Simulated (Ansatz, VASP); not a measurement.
**One calculation of Co2O, two programs**

INCAR

```
  PREC = Accurate
  ENCUT = 600
  EDIFF = 1E-6
  ISMEAR = 0
  SIGMA = 0.1
  LREAL = False
  LASPH = True
  NELM = 200
  ALGO = Normal
  ISIF = 2
  LWAVE = False
  LCHARG = True
  ISPIN = 2
  MAGMOM = 3 3 3 3 0 0
  LORBIT = 11
  LMAXMIX = 4
  GGA = PE
  LELF = True
  LVHAR = True
  NBANDS = 37
  GGA_COMPAT = False
```

The input KPOINTS:

```
regular mesh
0
Gamma
  6 4 6
```

POSCAR

```
Co2O
1.0
    3.7845757809      0.0000000000      0.0000000000
    0.0000000000      4.6190455342      0.0000000000
    0.0000000000      0.0000000000      2.8835187474
Co O
4 2
Direct
    0.2004000000      0.3787000000      0.0000000000
    0.7996000000      0.6213000000      0.0000000000
    0.7004000000      0.1213000000      0.5000000000
    0.2996000000      0.8787000000      0.5000000000
    0.0000000000      0.0000000000      0.0000000000
    0.5000000000      0.5000000000      0.5000000000
```

Input for Ansatz:

```yaml
crystal:
  lattice:
    - [3.7845757809, 0.0, 0.0]
    - [0.0, 4.6190455342, 0.0]
    - [0.0, 0.0, 2.8835187474]
  atoms:
    - { symbol: Co, position: [0.2004, 0.3787, 0.0], spin: 3.0 }
    - { symbol: Co, position: [0.7996, 0.6213, 0.0], spin: 3.0 }
    - { symbol: Co, position: [0.7004, 0.1213, 0.5], spin: 3.0 }
    - { symbol: Co, position: [0.2996, 0.8787, 0.5], spin: 3.0 }
    - { symbol: O, position: [0.0, 0.0, 0.0] }
    - { symbol: O, position: [0.5, 0.5, 0.5] }
basis:
  ecutwfc: 420
kpoints:
  mp_grid: { grid: [6, 4, 6] }
hamiltonian:
  xc: pbe
scf:
  occupations: { method: gaussian, width: 0.1 }
  lower_state_search: "off"
output:
  forces: true
  stress: true
  eigenvalues: true
  populations: true
magnetization:
  spin_polarized: true
```

Alike in both runs: task single point; functional PBE; k mesh 6 × 4 × 6; occupations gaussian, width 0.1 eV; collinear spin.

```csv
,VASP,Ansatz
version,VASP 6.6.1,Ansatz 0.2.0
potentials or method,"VASP PAW PBE potentials, release 64 (Co, O), cutoff 600 eV","scalar-relativistic, plane waves, PAW"
valence electrons in the cell,48,80
```

|  | VASP | Ansatz | Ansatz less VASP |
| --- | --- | --- | --- |
| gap on the k mesh at the Fermi level (eV) | none | none | - |
| rms of the force components (eV/Å) | 2.409 | 2.633 | +0.2238 |
| net moment per atom (μB) | 1.31 | 1.32 | +0.004 |
| size of the moment on the site where the two differ most (μB) | 1.83 | 1.78 | -0.047 |

Site moments also hang on the region over which each program counts them. Atom by atom the forces differ by 0.225 eV/Å (rms over components). A gap of «none» marks a metal or a gap that the smearing closes. VASP's potentials hold 48 valence electrons a cell and Ansatz's 80, so a difference there can come from the potentials and not from the codes.

The k mesh is coarse, so the values compare programs but aren't converged.
